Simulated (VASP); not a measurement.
Wanted: the native input for a VASP 6.6.1 run.

```yaml
Task: single point
Functional: LDA
Potentials_or_basis: VASP PAW LDA potentials, release 64 (Al)
Cutoff: 520 eV
k_mesh: 9 × 8 × 9
Occupations: fermi-dirac, width 0.1 eV
Spin: no spin polarisation
Dipole_correction: no
Further_INCAR_settings: ALGO = Normal; EDIFF = 1e-07; NBANDS = 8
```

The structure of Al lies in POSCAR:

```
Al
1.0
   -1.5873954876      1.5787699116      1.5600412305
    1.6329892437     -1.5725203624      1.5993854374
    1.5639047698      1.5490296446     -1.5537916813
Al
1
Direct
    0.0000000000      0.0000000000      0.0000000000
```

One way to write it, as run:

INCAR

```
SYSTEM = Al
PREC     = Accurate       ! precision mode
ENCUT    = 520            ! plane-wave cutoff, eV
EDIFF    = 1E-7           ! SCF threshold, eV
ISMEAR   = -1             ! smearing method
SIGMA    = 0.1            ! smearing width, eV
LREAL    = .FALSE.        ! projectors in reciprocal space
LASPH    = .TRUE.         ! aspherical terms in the spheres
NELM     = 80             ! most SCF steps
ALGO     = Normal         ! electronic algorithm
ISIF     = 2              ! what is computed and relaxed
LWAVE    = .FALSE.        ! write WAVECAR
LCHARG   = .FALSE.        ! write CHGCAR
NBANDS   = 8              ! bands
```

KPOINTS

```
regular mesh
0
G
  9 8 9
  0 0 0
```

Potentials or basis: VASP PAW LDA potentials, release 64 (Al).

Run with:

```bash
$ cat potpaw_LDA.64/Al/POTCAR > POTCAR
$ mpirun -np 1 vasp_std > vasp.out
```

Results of the run:

```yaml
Pressure: 2.3 GPa
```

Wall time 29 s on 1 thread of Intel Xeon 8259CL, on a shared host, peak memory 0.14 GiB.
